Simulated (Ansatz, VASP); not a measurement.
# NiO: VASP beside Ansatz

INCAR

```
ALGO = Normal
EDIFF = 1E-6
ENCUT = 700
GGA = PS
GGA_COMPAT = False
ISIF = 2
ISMEAR = -1
ISPIN = 2
LASPH = True
LCHARG = True
LDAU = True
LDAUJ = 0 0
LDAUL = 2 -1
LDAUPRINT = 1
LDAUTYPE = 2
LDAUU = 4 0
LELF = True
LMAXMIX = 4
LORBIT = 11
LREAL = False
LVHAR = True
LWAVE = False
MAGMOM = 1 0
NBANDS = 23
NELM = 200
PREC = Accurate
SIGMA = 0.05
```

Contents of KPOINTS:

```
k-points
0
Gamma
  11 11 11
```

Contents of POSCAR:

```
NiO
1.0
    0.0000000000      2.0859016414      2.0859016414
    2.0859016414      0.0000000000      2.0859016414
    2.0859016414      2.0859016414      0.0000000000
Ni O
1 1
Direct
    0.0000000000      0.0000000000      0.0000000000
    0.5000000000      0.5000000000      0.5000000000
```

The input input.yaml:

```yaml
crystal:
  lattice:
    - [0.0, 2.0859016414, 2.0859016414]
    - [2.0859016414, 0.0, 2.0859016414]
    - [2.0859016414, 2.0859016414, 0.0]
  atoms:
    - { symbol: Ni, position: [0.0, 0.0, 0.0], spin: 1.0 }
    - { symbol: O, position: [0.5, 0.5, 0.5] }
hamiltonian:
  xc: pbesol
  pseudopotentials: { kind: paw }
  hubbard: { sites: [{ species: Ni, l: d, u_eff: 4.0 }] }
magnetization:
  spin_polarized: true
kpoints:
  mp_grid: { grid: [11, 11, 11] }
scf:
  occupations: { method: fermi_dirac, width: 0.05 }
  n_extra_bands: 6
output:
  forces: true
  stress: true
  eigenvalues: true
  dos: { projected: true, de: 0.05, nscf_kmesh: { grid: [17, 17, 17] } }
```

Alike in both runs: functional PBEsol; k mesh 11 × 11 × 11; occupations fermi-dirac, width 0.05 eV; collinear spin; Hubbard terms Ni d U = 4.0 eV.

|  | VASP | Ansatz |
| --- | --- | --- |
| version | VASP 6.6.1 | Ansatz 0.2.0 |
| potentials or method | VASP PAW PBE potentials, release 64 (Ni_sv_GW, O) | Ansatz PAW |
| plane-wave cutoff (eV) | 700 | 420 |
| valence electrons in the cell | 24 | 24 |
| task | single point | projected density of states |

|  | VASP | Ansatz | Ansatz less VASP |
| --- | --- | --- | --- |
| gap on the k mesh at the Fermi level (eV) | 1.29 | 1.03 | -0.268 |
| least direct gap on the mesh (eV) | 2.11 | 1.83 | -0.282 |
| pressure (GPa) | -0.2 | 2.2 | +2.40 |
| net moment per atom (μB) | 1.00 | 1.00 | 0.000 |
| size of the moment on the site where the two differ most (μB) | 1.73 | 1.66 | -0.064 |

VASP's potentials were made for PBE, not for PBEsol. Site moments also hang on the region over which each program counts them. The programs project onto different local orbitals, so the same U acts differently, and such runs can settle in different states.

Noted on Ansatz's run: the magnetic or orbital state may not be the lowest; odd divisions of the mesh miss points on the zone boundary, where band edges often lie, so the gap on the mesh can be too wide.
